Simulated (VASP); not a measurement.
The system is MgB2.

```
Mg B
1.0
     3.08500    0.00000    0.00000
    -1.54250    2.67169    0.00000
     0.00000    0.00000    3.52300
Mg B
1 2
Direct
  0.00000 0.00000 0.00000
  0.66667 0.33333 0.50000
  0.33333 0.66667 0.50000
```

* Program: VASP 6.6.1
* Task: relaxation of cell and atoms
* Functional: PBEsol
* Potentials or basis: VASP PAW PBE potentials, release 64 (Mg, B)
* Cutoff: 600 eV
* k mesh: 10 × 10 × 8
* Occupations: fermi-dirac, width 0.05 eV
* Spin: no spin polarisation

At the start: pressure -3.0 GPa; volume 9.68 Å³/atom.

Q: How do energy, volume and symmetry change on relaxing?

A: Over 5 steps the energy falls by 2.1 meV/atom and the volume is 9.47 Å³/atom (-2.2 %); space group P6/mmm (No. 191, to 0.05 Å).

The path:
```tsv
step	energy change (eV)	largest force (eV/Å)	pressure (GPa)	volume (Å³)
1	0.0000	0.0000	-3.05	29.04
2	-0.0052	0.0000	1.01	28.27
3	-0.0057	0.0000	0.04	28.45
4	-0.0062	0.0000	0.01	28.42
5	-0.0063	0.0000	0.00	28.40
```

Final structure:
```yaml
crystal:
  lattice:
    - [3.06993, 0.00000, 0.00000]
    - [-1.53497, 2.65864, 0.00000]
    - [0.00000, 0.00000, 3.48015]
  atoms:
    - { symbol: Mg, position: [0.00000, 0.00000, 0.00000] }
    - { symbol: B, position: [0.66667, 0.33333, 0.50000] }
    - { symbol: B, position: [0.33333, 0.66667, 0.50000] }
```

Caveat: the PAW data sets were made with another functional, which shifts forces and pressure a little.
